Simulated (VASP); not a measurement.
# Si8O17 (a cell with a defect) in VASP: notebook, part 2 of 2

VASP 6.6.1. Earlier steps stand in the parts before.

**4. Single point, PBE**

Contents of INCAR:

```
PREC = Accurate
ENCUT = 520
EDIFF = 1E-6
ISMEAR = -1
SIGMA = 0.01
LREAL = F
LASPH = T
NELM = 120
ALGO = Normal
ISIF = 2
LWAVE = F
LCHARG = F
GGA = PE
NBANDS = 85
NELECT = 136.0
GGA_COMPAT = F
```

Contents of KPOINTS:

```
Automatic mesh
0
Gamma
  1 1 1
```

Contents of POSCAR:

```
Si8O17
1.0
    0.0000000000      5.0813926900      7.0944098900
    5.0813926900      0.0000000000      7.0944098900
    5.0813926900      5.0813926900      0.0000000000
Si O
8 17
Direct
    0.2560389280      0.2437771321      0.4445969443
    0.7488343812      0.7375179954      0.9568192711
    0.0335553223      0.8340425604     -0.0061726719
    0.5866337179      0.1493587157      0.6283410688
    0.4266106639      0.8151200983      0.3915211463
    0.9179830418      0.2939228297      0.8796717661
    0.0124535099     -0.0070856216      0.2957305049
    0.5013281011      0.4857638641      0.7865806277
    0.0610566451      0.2993761519      0.6459672397
    0.5524543110      0.7852835907      0.1552774506
    0.5182524684      0.2897184678      0.7809683167
    1.0287447372      0.8213368346      0.2328662799
    0.4069608256      0.2653535845      0.5053933818
    0.8817808824      0.7845144379      1.0008262262
    0.2010792041      0.8713285251      0.4124897897
    0.6590530739      0.4261289383      0.9082127301
    0.0237801496      0.1607132784      0.0930952892
    0.5557935899      0.5875175699      0.5414504808
    0.4018797377     -0.0173055388      0.4649786747
    0.8748884873      0.5175000486      0.9047403569
    0.2679434617      0.6638052112      0.8833513421
    0.7969070907      0.1140415435      0.4604515489
    0.1994267240      0.3721118624      0.2274735634
    0.6380293348      0.9238881709      0.7615574387
   -0.0425239035      0.0657672744      0.8663262065
```

On the command line:

```bash
cat potpaw_PBE.64/Si/POTCAR potpaw_PBE.64/O/POTCAR > POTCAR
mpirun -np 1 vasp_gam > vasp.out
```

Wall time 2 min (1 thread of Intel Xeon 8259CL, shared host); peak memory 0.53 GiB.

Results (log left out):

```yaml
Free_energy: -188.8648 eV
Largest_force: 0.154 eV/Å
```

Forces in eV/Å, atoms in the order of the input:
```
Si   0.064  0.110 -0.032
Si   0.035 -0.010  0.005
Si  -0.058  0.033 -0.071
Si   0.001  0.006  0.016
Si  -0.014 -0.001 -0.006
Si   0.028 -0.012  0.041
Si   0.045  0.050 -0.011
Si   0.024 -0.006 -0.031
O   -0.032  0.006  0.018
O   -0.006  0.008  0.013
O   -0.005 -0.005  0.011
O   -0.008 -0.006 -0.011
O   -0.008 -0.028 -0.032
O   -0.008 -0.013 -0.005
O   -0.009  0.003  0.016
O   -0.007  0.023  0.009
O   -0.013 -0.015  0.007
O    0.001  0.005 -0.005
O    0.025 -0.006  0.020
O   -0.048  0.007 -0.037
O    0.005 -0.001  0.000
O   -0.004  0.000 -0.014
O   -0.048 -0.136  0.052
O    0.000  0.016  0.000
O    0.038 -0.027  0.047
```

Levels at points of the mesh, in eV from the Fermi level:
| k point | band 64 | band 65 | band 66 | band 67 | band 68 | band 69 | band 70 | band 71 | band 72 | band 73 |
| --- | --- | --- | --- | --- | --- | --- | --- | --- | --- | --- |
| (0.00, 0.00, 0.00) | -1.84 | -1.64 | -1.45 | -0.32 | -0.26 | 3.49 | 6.53 | 6.56 | 6.65 | 6.71 |

Caveat: the k points lie up to 0.98 Å⁻¹ apart; the cell carries a net charge on a neutralising background, which shifts energy and pressure; the cell is charged against a uniform background, so pressure and absolute levels hang on convention.

**5. Single point, PBE**

Contents of INCAR:

```
SYSTEM = Si8O17
PREC = Accurate
ENCUT = 520
EDIFF = 1E-6
ISMEAR = -1
SIGMA = 0.01
LREAL = .False.
LASPH = .True.
NELM = 120
ALGO = Normal
ISIF = 2
LWAVE = .False.
LCHARG = .False.
GGA = PE
NBANDS = 85
NELECT = 136.0
GGA_COMPAT = .False.
```

Contents of KPOINTS:

```
Automatic mesh
0
Gamma
  1 1 1
  0 0 0
```

Contents of POSCAR:

```
Si8O17
1.0
    0.0000000000      5.0813926900      7.0944098900
    5.0813926900      0.0000000000      7.0944098900
    5.0813926900      5.0813926900      0.0000000000
Si O
8 17
Direct
    0.2467759783      0.2336787815      0.4888792304
    0.7502029457      0.7496294808      0.9380698416
    0.0441586520      0.8545197580     -0.0582856846
    0.5809487308      0.1467413915      0.6256338685
    0.4302821919      0.8162250071      0.3754601016
    0.9275562144      0.3100170491      0.8780946298
   -0.0023138816      0.0034154532      0.2877257930
    0.5079553156      0.4809965647      0.7811794550
    0.1667423467      0.2148238501      0.7440093473
    0.5992868308      0.7494023693      0.1634078154
    0.5133678836      0.2936726016      0.7711405963
    1.0015018727      0.8677948279      0.1832069989
    0.4314532709      0.2594514098      0.4653752715
    0.9002449437      0.7953038316      0.9434826664
    0.2177525199      0.8713831686      0.3560374188
    0.6841914311      0.4072455059      0.8849683419
   -0.0528135090      0.2172106918      0.1255286134
    0.5364541831      0.5995725090      0.5426419101
    0.3986973940     -0.0066342002      0.4374168878
    0.8711699047      0.5455985307      0.8533653821
    0.2837305376      0.6400104220      0.9112168656
    0.8182113006      0.0578423947      0.4962643575
    0.0804356927      0.4070471359      0.3529874128
    0.5889551061      0.9467290690      0.7843160473
   -0.0016844582      0.0677697292      0.7830216313
```

On the command line:

```bash
cat potpaw_PBE.64/Si/POTCAR potpaw_PBE.64/O/POTCAR > POTCAR
mpirun -np 1 vasp_gam > vasp.out
```

It took 2.1 min on 1 thread of Intel Xeon 8259CL, shared host; peak memory 0.51 GiB.

Results (log left out):

| Quantity | Value |
| --- | --- |
| Free energy | -188.0341 eV |
| Largest force | 1.205 eV/Å |

Forces on the atoms (eV/Å):
```
Si  -0.076  0.075  0.306
Si  -0.069 -0.013 -0.037
Si   0.094  0.085 -0.195
Si   0.017  0.059  0.088
Si  -0.059 -0.030  0.021
Si  -0.162 -0.113 -0.066
Si   0.003  0.064 -0.034
Si   0.033 -0.065  0.001
O   -0.077 -0.100  0.255
O    0.030 -0.054  0.085
O    0.039 -0.032  0.013
O   -0.005  0.092 -0.168
O   -0.119 -0.033  0.177
O   -0.023 -0.081  0.046
O    0.037 -0.007  0.045
O    0.128 -0.127  0.071
O   -0.203 -0.050 -0.030
O   -0.027 -0.056  0.019
O    0.100 -0.097  0.018
O   -0.041  0.014 -0.080
O    0.025 -0.202  0.035
O    0.057  0.043  0.114
O   -0.078 -0.160  0.037
O   -0.069 -0.032  0.039
O    0.446  0.820 -0.762
```

Levels at points of the mesh, in eV from the Fermi level:
| k point | band 65 | band 66 | band 67 | band 68 | band 69 | band 70 | band 71 | band 72 |
| --- | --- | --- | --- | --- | --- | --- | --- | --- |
| (0.00, 0.00, 0.00) | -1.71 | -1.03 | -0.39 | -0.25 | 3.39 | 5.74 | 6.34 | 6.45 |

Caveat: the k points lie up to 0.98 Å⁻¹ apart; the cell carries a net charge on a neutralising background, which shifts energy and pressure; the cell is charged against a uniform background, so pressure and absolute levels hang on convention.

**6. Single point, PBE**

Contents of INCAR:

```
  PREC = Accurate
  ENCUT = 520
  EDIFF = 1E-6
  ISMEAR = -1
  SIGMA = 0.01
  LREAL = F
  LASPH = T
  NELM = 120
  ALGO = Normal
  ISIF = 2
  LWAVE = F
  LCHARG = F
  GGA = PE
  NELECT = 136.0
  NBANDS = 85
  GGA_COMPAT = F
```

Contents of KPOINTS:

```
regular mesh
0
Gamma
  1 1 1
```

Contents of POSCAR:

```
Si8O17
1.0
    0.0000000000      5.0813926900      7.0944098900
    5.0813926900      0.0000000000      7.0944098900
    5.0813926900      5.0813926900      0.0000000000
Si O
8 17
Direct
    0.2213176651      0.2058858722      0.5213553047
    0.7465798457      0.7580989318      0.9466705140
    0.0708623564      0.8453608532     -0.0900334786
    0.5708641896      0.1452373719      0.6239920970
    0.4298602549      0.8105938683      0.3801267410
    0.9186942079      0.3325568669      0.9058660191
   -0.0043704070      0.0116318989      0.2855651674
    0.5228051991      0.4643989671      0.7875519031
    0.1551789432      0.1831145917      0.7843912280
    0.6041727227      0.7345869694      0.1704690419
    0.5256586355      0.2859460066      0.7619342350
    1.0072554674      0.8999313472      0.1424978298
    0.3965275759      0.2586205015      0.4941725286
    0.9044396435      0.7894390845      0.9561363003
    0.2211059239      0.8635514499      0.3518513691
    0.7153276466      0.3659734226      0.8882146295
   -0.0697199279      0.2424574803      0.1522199482
    0.5339145858      0.6027705120      0.5567232251
    0.4152798438     -0.0140646555      0.4266712238
    0.8722462016      0.5588439324      0.8453976674
    0.3056711340      0.6066573190      0.9379814206
    0.8087997555      0.0449652643      0.4870918242
    0.0665951619      0.4157453080      0.3698560504
    0.5807329645      0.9492293816      0.7983169195
    0.0177828614      0.2138647352      0.5227559569
```

Potentials or basis: VASP PAW PBE potentials, release 64 (Si, O).

On the command line:

```bash
cat potpaw_PBE.64/Si/POTCAR potpaw_PBE.64/O/POTCAR > POTCAR
mpirun -np 1 vasp_gam > vasp.out
```

Run time: 2.6 min. Hardware: 1 thread of Intel Xeon 8259CL, shared host; peak memory 0.53 GiB.

The run converged. Its results:

```yaml
Free_energy: -182.8454 eV
Largest_force: 0.131 eV/Å
```

Forces in eV/Å, atoms in the order of the input:
```
Si  -0.035  0.116  0.050
Si   0.000  0.018 -0.008
Si   0.010 -0.004 -0.015
Si   0.016  0.030  0.026
Si  -0.076  0.007 -0.032
Si   0.043 -0.028 -0.006
Si   0.017  0.048 -0.025
Si  -0.024  0.034 -0.021
O   -0.050  0.010  0.011
O    0.007 -0.006 -0.002
O   -0.023 -0.010  0.019
O   -0.013 -0.011  0.017
O    0.003 -0.044 -0.025
O    0.000 -0.007  0.016
O    0.014  0.001  0.010
O   -0.007  0.005  0.013
O    0.012 -0.001  0.006
O    0.030  0.005  0.007
O    0.035 -0.003  0.028
O   -0.006  0.002 -0.010
O    0.013 -0.011 -0.002
O   -0.001 -0.012 -0.022
O    0.027 -0.110  0.057
O    0.003 -0.003 -0.002
O    0.005 -0.025 -0.088
```

Levels at points of the mesh, in eV from the Fermi level:
```tsv
k point	band 66	band 67	band 68	band 69	band 70	band 71
(0.00, 0.00, 0.00)	-2.15	-1.00	-0.30	0.81	3.23	4.78
```

Caveat: the k points lie up to 0.98 Å⁻¹ apart; the cell carries a net charge on a neutralising background, which shifts energy and pressure; the cell is charged against a uniform background, so pressure and absolute levels hang on convention.
